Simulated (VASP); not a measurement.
The system is C, a slab with vacuum.

```
C
1.0
     2.45623    0.00000    0.00000
    -1.22811    2.12716    0.00000
     0.00000    0.00000   24.13396
C
4
Direct
  0.00000 0.00000 0.57047
  0.00000 0.00000 0.42953
  0.33333 0.66667 0.42952
  0.66667 0.33333 0.57048
```

Program: VASP 6.6.1. Alike in all runs: task single point; level PBEsol; potentials or basis VASP PAW PBE potentials, release 64 (C); no spin polarisation; cell as given; cutoff (eV) 520; smearing fermi-dirac 0.1 eV.

Problem. Order these runs on this cell by their band gap on the k mesh, lowest first.
A. k mesh 10 × 10 × 1
B. k mesh 8 × 8 × 1
C. k mesh 3 × 3 × 1
D. k mesh 5 × 5 × 1

Solution. C (metal), A (1.67 eV), B (1.84 eV), D (2.64 eV).

Caveats: some runs use coarse meshes.

A k mesh can miss the band edges, odd and even meshes differently.
